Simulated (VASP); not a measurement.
# SiC (gw) (I-4m2) in VASP: single point with PBEsol

Aim: the single point of SiC (gw) with PBEsol.

Program: VASP 6.6.1. These are calculated values, not measurements. Logs are shortened: lines on timing, memory, paths and dates and some standing lists are left out, and cuts for length are marked.

### Step 1. The cell of the first run

The structure is tetragonal, space group I-4m2 (No. 119). The conventional cell has a = 3.112 Å, b = 3.112 Å, c = 4.326 Å, α = 90.00°, β = 90.00°, γ = 90.00°. Within 2.5 Å of Si (site symmetry -4m2) lie 4 C at 1.89 Å. C (site symmetry -4m2) has 4 Si at 1.89 Å within 2.5 Å.

### Step 2. Single point, PBEsol

File INCAR:

```
PREC     = Accurate       # precision mode
ENCUT    = 600            # plane-wave cutoff, eV
EDIFF    = 1E-6           # SCF threshold, eV
ISMEAR   = 0              # smearing method
SIGMA    = 0.01           # smearing width, eV
LREAL    = F              # projectors in reciprocal space
LASPH    = T              # aspherical terms in the spheres
NELM     = 120            # most SCF steps
ALGO     = Normal         # electronic algorithm
ISIF     = 2              # what is computed and relaxed
LWAVE    = F              # write WAVECAR
LCHARG   = F              # write CHGCAR
GGA      = PS             # functional
NBANDS   = 11             # bands
GGA_COMPAT= F
```

File KPOINTS:

```
Automatic mesh
0
Gamma
  6 6 6
```

File POSCAR:

```
SiC
1.0
    0.0000000000      2.2002144850      2.1628268059
    2.2002144850      0.0000000000      2.1628268059
    2.2002144850      2.2002144850      0.0000000000
Si C
1 1
Direct
    0.0000000000      0.0000000000      0.0000000000
    0.2500000000      0.2500000000      0.2500000000
```

Potentials or basis: VASP PAW PBE potentials, release 64 (Si, C).

On the command line:

```
cat potpaw_PBE.64/Si/POTCAR potpaw_PBE.64/C/POTCAR > POTCAR
mpirun -np 1 vasp_std > vasp.out
```

OUTCAR:

```text
PREC = Accurate
   ENCUT = 600
   EDIFF = 1E-6
   ISMEAR = 0
   LREAL = F
   LASPH = T
   NELM = 120
   ISIF = 2
   GGA = PS

 ion  position               nearest neighbor table
   1  0.000  0.000  0.000-   2 1.89   2 1.89   2 1.89   2 1.89
   2  0.250  0.250  0.250-   1 1.89   1 1.89   1 1.89   1 1.89

  LATTYP: Found a body centered tetragonal cell.
 ALAT       =     3.1115731648
 C/A-ratio  =     1.3901821949

  Lattice vectors:

 A1 = (   0.0000000000,  -2.2002144850,  -2.1628268059)
 A2 = (   0.0000000000,   2.2002144850,  -2.1628268059)
 A3 = (   2.2002144850,   0.0000000000,   2.1628268059)

Analysis of symmetry for initial positions (statically):
=====================================================================
 Subroutine PRICEL returns:
 Original cell was already a primitive cell.

 Routine SETGRP: Setting up the symmetry group for a
 body centered tetragonal supercell.

 Subroutine GETGRP returns: Found  8 space group operations
 (whereof  8 operations were pure point group operations)
 out of a pool of 16 trial point group operations.

The static configuration has the point symmetry D_2d.

Analysis of symmetry for dynamics (positions and initial velocities):
=====================================================================
 Subroutine PRICEL returns:
 Original cell was already a primitive cell.

 Routine SETGRP: Setting up the symmetry group for a
 body centered tetragonal supercell.

 Subroutine GETGRP returns: Found  8 space group operations
 (whereof  8 operations were pure point group operations)
 out of a pool of 16 trial point group operations.

The dynamic configuration has the point symmetry D_2d.

 Subroutine INISYM returns: Found  8 space group operations
 (whereof  8 operations are pure point group operations),
 and found     1 'primitive' translations

----------------------------------------------------------------------------------------

                                     Primitive cell

  volume of cell :      20.9402

  direct lattice vectors                    reciprocal lattice vectors
     0.000000000  2.200214485  2.162826806    -0.227250572  0.227250572  0.231178936
     2.200214485  0.000000000  2.162826806     0.227250572 -0.227250572  0.231178936
     2.200214485  2.200214485  0.000000000     0.227250572  0.227250572 -0.231178936

  length of vectors
     3.085249353  3.085249353  3.111573165     0.395890572  0.395890572  0.395890572

  position of ions in fractional coordinates (direct lattice)
     0.000000000  0.000000000  0.000000000
     0.250000000  0.250000000  0.250000000

  ion indices of the primitive-cell ions
   primitive index   ion index
                 1           1
                 2           2

----------------------------------------------------------------------------------------

 KPOINTS: Automatic mesh

Automatic generation of k-mesh.
 Grid dimensions read from file:
 generate k-points for:    6    6    6

 Generating k-lattice:

  Cartesian coordinates                     Fractional coordinates (reciprocal lattice)
    -0.037875095  0.037875095  0.038529823     0.166666667  0.000000000  0.000000000
     0.037875095 -0.037875095  0.038529823     0.000000000  0.166666667  0.000000000
     0.037875095  0.037875095 -0.038529823     0.000000000  0.000000000  0.166666667

  Length of vectors
     0.065981762  0.065981762  0.065981762

  Shift w.r.t. Gamma in fractional coordinates (k-lattice)
     0.000000000  0.000000000  0.000000000

 Subroutine IBZKPT returns following result:
 ===========================================

 Found     30 irreducible k-points:

 Following reciprocal coordinates:
            Coordinates               Weight
  0.000000  0.000000  0.000000      1.000000
  0.166667 -0.000000  0.000000      8.000000
  0.333333 -0.000000  0.000000      8.000000
  0.500000 -0.000000  0.000000      4.000000
  0.166667  0.166667  0.000000      2.000000
  0.333333  0.166667  0.000000      8.000000
[... 16 lines left out ...]
  0.333333  0.000000  0.333333      4.000000
  0.500000  0.000000  0.333333     16.000000
 [... further k-points ...]
   k-points           NKPTS =     30   k-points in BZ     NKDIM =     30   number of bands    NBANDS=     11
   number of dos      NEDOS =    301   number of ions     NIONS =      2
   total plane-waves  NPLWV =  21952
   dimension x,y,z NGX =    28 NGY =   28 NGZ =   28
   dimension x,y,z NGXF=    56 NGYF=   56 NGZF=   56
   ions per type =               1   1
   NGX,Y,Z   is equivalent  to a cutoff of  15.09, 15.09, 14.96 a.u.
   NGXF,Y,Z  is equivalent  to a cutoff of  30.18, 30.18, 29.92 a.u.
 SYSTEM =  unknown system
   PREC   = accura    normal or accurate (medium, high low for compatibility)
   ISTART =      0    job   : 0-new  1-cont  2-samecut
   ICHARG =      2    charge: 1-file 2-atom 10-const
   ISPIN  =      1    spin polarized calculation?
   LNONCOLLINEAR =      F non collinear calculations
   LSORBIT =      F    spin-orbit coupling
   LASPH  =      T    aspherical Exc in radial PAW
   ENCUT  =  600.0 eV  44.10 Ry    6.64 a.u.   6.16  6.16  6.21*2*pi/ulx,y,z
   NELM   =    120;   NELMIN=  2; NELMDL= -5     # of ELM steps
   EDIFF  = 0.1E-05   stopping-criterion for ELM
   LREAL  =      F    real-space projection
   EDIFFG = 0.1E-04   stopping-criterion for IOM
   NSW    =      0    number of steps for IOM
   IBRION =     -1    ionic relax: 0-MD 1-quasi-New 2-CG
   NFREE  =      0    steps in history (QN), initial steepest desc. (CG)
   ISIF   =      2    stress and relaxation
   ISYM   =      2    0-nonsym 1-usesym 2-fastsym
   POTIM  = 0.5000    time-step for ionic-motion
   TEBEG  =    0.0;   TEEND  =   0.0 temperature during run
   PSTRESS=    0.0 pullay stress
   NELECT =       8.0000    total number of electrons
   NUPDOWN=      -1.0000    fix difference up-down
   EMIN   =  10.00;   EMAX   =-10.00  energy-range for DOS
   EFERMI =   0.00;   METHOD = LEGACY
   ISMEAR =     0;   SIGMA  =   0.01  broadening in eV -4-tet -1-fermi 0-gaus
   EFERMI_NEDOS =   21; number of points for ismear=-14 and -15
   IALGO  =     38    algorithm
   IMIX   =      4    mixing-type and parameters
     AMIX     =   0.40;   BMIX     =  1.00
     AMIX_MAG =   1.60;   BMIX_MAG =  1.00
  volume/ion in A,a.u.               =      10.47        70.66
  Fermi-wavevector in a.u.,A,eV,Ry     =   1.187894  2.244794 19.199064  1.411091
  Thomas-Fermi vector in A             =   2.324035
   LORBIT       =      0    0 simple, 1 ext, 2 COOP (PROOUT), +10 PAW based schemes
   GGA     = PS    functional components
   LHFCALC =     F    Hartree Fock is set to
   AEXX    =    0.0000 exact exchange contribution
   IVDW    =     0    specifies the selected vdW correction
   LEPSILON=     F    determine dielectric tensor
   LRPA    =     F    only Hartree local field effects (RPA)
 non-spin polarized calculation
 Gauss-broadening in eV      SIGMA  =   0.01
  energy-cutoff  :      600.00
  volume of cell :       20.94
 maximum number of plane-waves:       709
 NGX is ok and might be reduce to    28
   NGX = 13   NGY = 13   NGZ = 13

 number of electron       8.0000000 magnetization

 Free energy of the ion-electron system (eV)
  ---------------------------------------------------
  ext. energy  EPLUGINS =         0.00000000
  ---------------------------------------------------
  free energy    TOTEN  =       -15.89998452 eV

  energy without entropy =      -15.89998452  energy(sigma->0) =      -15.89998452

 E-fermi :   8.1484     XC(G=0): -11.4522

 val. band max:        8.0065912634   @ k =   0.0000   0.0000   0.0000
 cond. band min:       9.0675487561   @ k =   0.5000   0.5000   0.0000
 fundamental gap:      1.0609574926
 Fermi energy:         8.1484065676

 k-point     1 :       0.0000    0.0000    0.0000
  band No.  band energies     occupation
      1      -7.4033      2.00000
      2       7.8941      2.00000
      3       7.8941      2.00000
      4       8.0066      2.00000
      5      13.9756      0.00000
      6      15.0559      0.00000
      7      15.1020      0.00000
      8      15.1020      0.00000
      9      22.0533      0.00000
     10      22.5553      0.00000
     11      24.0045      0.00000

 k-point     2 :       0.1667   -0.0000    0.0000
  band No.  band energies     occupation
      1      -6.8666      2.00000
      2       5.5532      2.00000
      3       7.5428      2.00000
      4       7.6570      2.00000
      5      14.0937      0.00000
      6      15.5857      0.00000
      7      15.6112      0.00000
      8      16.1207      0.00000
      9      20.6138      0.00000
     10      20.8821      0.00000
     11      23.3108      0.00000

 k-point     3 :       0.3333   -0.0000    0.0000
  band No.  band energies     occupation
      1      -5.3454      2.00000
      2       1.7565      2.00000
      3       6.9969      2.00000
      4       7.1726      2.00000
      5      13.4266      0.00000
      6      15.3167      0.00000
      7      15.5534      0.00000
      8      17.6596      0.00000
      9      21.9671      0.00000
     10      22.0796      0.00000
     11      22.9071      0.00000

 k-point     4 :       0.5000   -0.0000    0.0000
  band No.  band energies     occupation
      1      -3.8407      2.00000
      2      -0.6063      2.00000
      3       6.7749      2.00000
      4       6.9778      2.00000
      5      13.1677      0.00000
      6      14.8896      0.00000
      7      15.1713      0.00000
      8      17.7819      0.00000
      9      23.7623      0.00000
     10      24.8686      0.00000
     11      25.0468      0.00000
[... 239 lines left out ...]
 k-point    22 :      -0.3333    0.5000    0.1667
  band No.  band energies     occupation
      1      -2.1649      2.00000
      2       0.7457      2.00000
      3       3.3387      2.00000
      4       3.4864      2.00000
      5      11.6695      0.00000
      6      14.6270      0.00000
      7      18.5151      0.00000
      8      20.0135      0.00000
      9      21.9134      0.00000
     10      25.4711      0.00000
     11      28.9166      0.00000

 k-point    23 :       0.3333    0.0000    0.3333
  band No.  band energies     occupation
      1      -4.6683      2.00000
      2       2.8173      2.00000
      3       5.3542      2.00000
      4       5.3942      2.00000
      5      10.4619      0.00000
      6      13.0523      0.00000
      7      19.6615      0.00000
      8      20.1443      0.00000
      9      20.6222      0.00000
     10      25.5103      0.00000
     11      29.8670      0.00000

 k-point    24 :       0.5000    0.0000    0.3333
  band No.  band energies     occupation
      1      -3.1176      2.00000
      2       1.0443      2.00000
      3       3.5861      2.00000
      4       5.2112      2.00000
      5      10.5927      0.00000
      6      14.0832      0.00000
      7      19.6451      0.00000
      8      20.1450      0.00000
      9      21.8713      0.00000
     10      25.8293      0.00000
     11      29.1274      0.00000

 [... further k-points ...]
[... 5 lines left out ...]
  --------------------------------------------------------------------------------------
  -------------------------------------------------------------------------------------
  Total       -0.5099632     -0.5099632      0.0312517      0.0000000      0.0000000      0.0000000
  in kB      -39.0182373    -39.0182373      2.3911229      0.0000000      0.0000000      0.0000000
  external PRESSURE =     -25.2151172 kB  Pullay stress =       0.0000000 kB

 VOLUME and BASIS-vectors are now :
 -----------------------------------------------------------------------------
  energy-cutoff  :      600.00
  volume of cell :       20.94
      direct lattice vectors                 reciprocal lattice vectors
     0.000000000  2.200214485  2.162826806    -0.227250572  0.227250572  0.231178936
     2.200214485  0.000000000  2.162826806     0.227250572 -0.227250572  0.231178936
     2.200214485  2.200214485  0.000000000     0.227250572  0.227250572 -0.231178936

 POSITION                                       TOTAL-FORCE (eV/Angst)
 -----------------------------------------------------------------------------------
      0.00000      0.00000      0.00000         0.000000      0.000000      0.000000
      1.10011      1.10011      1.08141        -0.000000     -0.000000      0.000000
 -----------------------------------------------------------------------------------
    total drift:                               -0.000000     -0.000000     -0.000000

  FREE ENERGIE OF THE ION-ELECTRON SYSTEM (eV)
  ---------------------------------------------------
  free  energy   TOTEN  =       -15.8999845209 eV

  energy  without entropy=      -15.8999845209  energy(sigma->0) =      -15.89998452
```

It took 10 s on 1 thread of Intel Xeon 6975P-C (Granite Rapids), shared host; peak memory 0.14 GiB.

Results:

- Free energy: -15.9000 eV
- Pressure: -2.5 GPa
- Band gap on the k mesh: 1.06 eV, indirect (least direct gap 4.40 eV)

Stress tensor (GPa, compression positive):
```
-3.90  0.00  0.00
 0.00 -3.90  0.00
 0.00  0.00  0.24
```

Caveat: the PAW data sets were made with another functional, which shifts forces and pressure a little. A k mesh can miss the band edges.
